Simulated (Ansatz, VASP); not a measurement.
One calculation of Mg, two programs

```
CELL_PARAMETERS angstrom
-1.77276 1.77276 1.63094
1.77276 -1.77276 1.63094
1.77276 1.77276 -1.63094
ATOMIC_POSITIONS crystal
Mg 0.00000 0.00000 0.00000
```

Change from the starting cell: strain +0.000 along x and y, -0.080 along z, atoms carried along.

Alike in both runs: task single point; functional PBE; k mesh 18 × 18 × 18; occupations gaussian, width 0.15 eV; no spin polarisation.

|  | VASP | Ansatz |
| --- | --- | --- |
| version | VASP 6.6.1 | Ansatz 0.2.0 |
| potentials or method | VASP PAW PBE potentials, release 64 (Mg), cutoff 520 eV | scalar-relativistic, plane waves, PAW |
| valence electrons in the cell | 2 | 10 |

```tsv
	VASP	Ansatz	Ansatz less VASP
gap on the k mesh at the Fermi level (eV)	none	none	-
pressure (GPa)	4.9	5.0	+0.12
traceless stress, the component that is largest in VASP (GPa)	0.50	0.49	-0.002
```

A gap of «none» marks a metal or a gap that the smearing closes. VASP's potentials hold 2 valence electrons a cell and Ansatz's 10, so a difference there can come from the potentials and not from the codes.
